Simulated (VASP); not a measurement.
# P: single point with PBE

The system is P.

```
CELL_PARAMETERS angstrom
1.64583 -5.20149 0.00000
1.64583 5.20149 0.00000
0.00000 0.00000 4.41333
ATOMIC_POSITIONS crystal
P 0.10148 0.89852 0.89914
P 0.60148 0.39852 0.60086
P 0.89852 0.10148 0.10086
P 0.39852 0.60148 0.39914
```

This cell differs from its parent crystal: strained.

```yaml
Program: VASP 6.6.1
Task: single point
Functional: PBE
Potentials_or_basis: VASP PAW PBE potentials, release 64 (P)
Cutoff: 520 eV
k_mesh: 12 × 12 × 8
Occupations: gaussian, width 0.05 eV
Spin: no spin polarisation
Dipole_correction: no
Further_INCAR_settings: ALGO = Normal; EDIFF = 1e-06; NBANDS = 18
```

```json
{"Pressure": "7.5 GPa", "Largest force": "2.176 eV/Å", "Band gap on the k mesh": "zero (bands 10 and 11 overlap by 0.20 eV)"}
```

Forces on the atoms (eV/Å):
```
P    0.000  0.149  2.171
P    0.000  0.149 -2.171
P    0.000 -0.149 -2.171
P    0.000 -0.149  2.171
```

Stress tensor (GPa, compression positive):
```
 9.03  0.00  0.00
 0.00  1.22  0.00
 0.00  0.00 12.31
```

Levels at points of the mesh, in eV from the Fermi level:
| k point | band 7 | band 8 | band 9 | band 10 | band 11 | band 12 | band 13 | band 14 |
| --- | --- | --- | --- | --- | --- | --- | --- | --- |
| (0.00, 0.00, 0.00) | -4.68 | -3.76 | -2.95 | -1.35 | -0.13 | 0.40 | 1.10 | 3.24 |
| (0.50, 0.00, 0.00) | -3.54 | -3.54 | -2.90 | -2.90 | 0.59 | 0.59 | 1.69 | 1.69 |
| (0.50, 0.50, 0.00) | -5.11 | -3.53 | -1.38 | -0.21 | -0.06 | 0.55 | 1.52 | 3.03 |
| (0.00, 0.00, 0.50) | -4.28 | -4.28 | -1.46 | -1.46 | 0.84 | 0.84 | 2.89 | 2.89 |
| (0.50, 0.00, 0.50) | -5.41 | -5.41 | -2.03 | -2.03 | 1.02 | 1.02 | 4.21 | 4.21 |
| (0.50, 0.50, 0.50) | -2.64 | -2.64 | -2.08 | -2.08 | 0.83 | 0.83 | 2.64 | 2.64 |

Run time: 3.2 min on 1 thread of AMD EPYC 9R45 96-Core Processor (Zen 5) (shared host), peak memory 0.34 GiB.

Caveat: the cell differs from its parent crystal (strained); the cell stands under pressure; forces of over 1 eV/Å act on the atoms, so gaps and moduli don't describe the material at rest.
